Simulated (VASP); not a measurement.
# ZnSb2P4: single point with PBE

The system is ZnSb2P4.

```
Zn Sb P
1.0
     6.78880    0.00000    0.00000
    -3.39440    5.87928    0.00000
     0.00000    0.00000    4.46757
Zn Sb P
1 2 4
Direct
  0.00000 0.00000 0.00000
  0.33333 0.66667 0.50000
  0.66667 0.33333 0.50000
  0.50000 0.00000 0.50000
  0.00000 0.50000 0.50000
  0.50000 0.50000 0.50000
  0.00000 0.00000 0.50000
```

```
Program                : VASP 6.6.1
Task                   : single point
Functional             : PBE
Potentials or basis    : VASP PAW PBE potentials, release 64 (Zn, Sb, P)
Cutoff                 : 520 eV
k mesh                 : 3 × 3 × 4
Occupations            : gaussian, width 0.1 eV
Spin                   : no spin polarisation
Dipole correction      : no
Further INCAR settings : ALGO = Normal; EDIFF = 1e-07; NBANDS = 30
```

| Property | Result |
| --- | --- |
| Pressure | 48.1 GPa |
| Band gap on the k mesh | zero (band 21 reaches 4.57 eV, above the bottom of band 22 at 4.41 eV) |

Stress tensor (GPa, compression positive):
```
71.63  0.00  0.00
 0.00 71.63  0.00
 0.00  0.00  1.08
```

Levels at points of the mesh, in eV from the Fermi level:
```
           k point  band 17  band 18  band 19  band 20  band 21  band 22  band 23  band 24  band 25  band 26
(0.00, 0.00, 0.00)    -1.89    -1.54    -1.54    -0.76    -0.68    -0.20     0.74     0.74     2.49     2.49
(0.00, 0.00, 0.50)    -2.60    -2.38    -2.38    -0.68    -0.48     1.18     1.18     1.47     1.47     2.65
```

It took 56 s on 1 thread of Intel(R) Xeon(R) Platinum 8488C (Sapphire Rapids) (shared host), peak memory 0.3 GiB.

Caveat: spin-orbit coupling is left out, which moves the levels of the heavy elements.
